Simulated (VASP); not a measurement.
Crystal: Ga.

```xyz
2
Lattice="1.8411 1.0629 3.4140 -1.8411 1.0629 3.4140 0.0000 -2.1259 3.4140" Properties=species:S:1:pos:R:3 pbc="T T T"
Ga    0.0000    0.0000    2.3305
Ga    0.0000    0.0000    7.9116
```

```yaml
Program: VASP 6.6.1
Task: relaxation of cell and atoms
Functional: PBE
Potentials_or_basis: VASP PAW PBE potentials, release 64 (Ga_d)
Cutoff: 600 eV
k_mesh: 6 × 6 × 6
Occupations: gaussian, width 0.1 eV
Spin: no spin polarisation
```

At the start: pressure 5.2 GPa; volume 20.04 Å³/atom.

Q: How do energy, volume and symmetry change on relaxing?

A: Over 31 steps the energy falls by 291.7 meV/atom and the volume is 18.71 Å³/atom (-6.7 %); space group Fm-3m (No. 225, to 0.05 Å).

Step by step:
```
step  energy change (eV)  largest force (eV/Å)  pressure (GPa)  volume (Å³)
   1              0.0000                1.6971            5.18        40.09
   2             -0.2383                0.8140           -1.43        43.96
   3             -0.2670                0.5438           -3.80        46.52
   4             -0.3696                0.2673           -2.67        43.97
   5             -0.4039                0.0405           -1.28        42.08
   6             -0.4048                0.1141           -0.74        41.70
   7             -0.4048                0.0856           -1.11        41.80
   8             -0.4134                0.0055           -0.10        40.84
   9             -0.4149                0.0499            0.47        40.30
  10             -0.4297                0.0607           -0.03        40.40
  11             -0.4813                0.0946           -1.11        40.61
  12             -0.4610                0.1695           -1.69        40.65
  13             -0.4663                0.1638           -1.52        40.40
  14             -0.4713                0.1369            0.25        39.59
  15             -0.5250                0.0347            1.46        37.84
  16             -0.5171                0.1670            6.47        33.85
  17             -0.5426                0.1152            4.56        34.86
  18             -0.5377                0.1339            5.22        34.53
  19             -0.5414                0.1212            4.81        34.73
  20             -0.5418                0.1317            5.00        34.65
  21             -0.5419                0.1260            5.00        34.68
  22             -0.5437                0.1226            4.75        34.73
  23             -0.5488                0.1154            4.61        34.89
  24             -0.5578                0.1057            3.83        35.22
  25             -0.5714                0.0821            2.57        35.87
  26             -0.5829                0.0512            0.18        37.21
  27             -0.5830                0.0491            0.23        37.29
  28             -0.5830                0.0441           -0.02        37.47
  29             -0.5831                0.0522            0.03        37.41
  30             -0.5831                0.0412           -0.04        37.41
  31             -0.5833                0.0283           -0.08        37.42
```

Final structure:
```
Ga
1.0
     1.49653    0.86402    4.82262
    -1.49653    0.86402    4.82262
     0.00000   -1.72805    4.82262
Ga
2
Cartesian
  0.0000 0.0000 3.6213
  0.0000 0.0000 10.8465
```
